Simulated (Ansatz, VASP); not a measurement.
## Be in VASP and in Ansatz

The input INCAR:

```
SYSTEM = Be
PREC = Accurate ; ENCUT = 520
EDIFF = 1E-6 ; ISMEAR = -1
SIGMA = 0.05 ; LREAL = .False.
LASPH = .True. ; NELM = 80
ALGO = Fast ; ISIF = 2
LWAVE = .False. ; LCHARG = .True.
GGA = PE ; LELF = .True.
LVHAR = .True. ; NBANDS = 9
```

The input KPOINTS:

```
Automatic mesh
0
Gamma
  13 13 8
  0 0 0
```

The input POSCAR:

```
Be
1.0
    2.2386481342      0.0000000000      0.0000000000
   -1.1193240671      1.9387261544      0.0000000000
    0.0000000000      0.0000000000      3.5110325309
Be
2
Direct
    0.6666666667      0.3333333333      0.7500000000
    0.3333333333      0.6666666667      0.2500000000
```

Contents of input.yaml:

```yaml
crystal:
  lattice:
    - [2.2386481342, 0.0, 0.0]
    - [-1.1193240671, 1.9387261544, 0.0]
    - [0.0, 0.0, 3.5110325309]
  atoms:
    - { symbol: Be, position: [0.6666666667, 0.3333333333, 0.75] }
    - { symbol: Be, position: [0.3333333333, 0.6666666667, 0.25] }
hamiltonian:
  xc: pbe
  pseudopotentials: { kind: paw, source: jth }
kpoints:
  mp_grid: { grid: [13, 13, 8] }
scf:
  occupations: { method: fermi_dirac, width: 0.05 }
output:
  forces: true
  stress: true
  eigenvalues: true
  write_density: true
  write_potential: true
  elf: true
  volumetric_format: npy
```

Alike in both runs: task single point; functional PBE; k mesh 13 × 13 × 8; occupations fermi-dirac, width 0.05 eV; no spin polarisation.

|  | VASP | Ansatz |
| --- | --- | --- |
| version | VASP 6.6.1 | Ansatz 0.2.0 |
| potentials or method | VASP PAW PBE potentials, release 64 (Be) | JTH PAW |
| plane-wave cutoff (eV) | 520 | 1080 |
| valence electrons in the cell | 4 | 8 |

```csv
,VASP,Ansatz,Ansatz less VASP
gap on the k mesh at the Fermi level (eV),none,none,-
pressure (GPa),5.2,4.9,-0.23
```

A gap of «none» marks a metal or a gap that the smearing closes. VASP's potentials hold 4 valence electrons a cell and Ansatz's 8, so a difference there can come from the potentials and not from the codes.
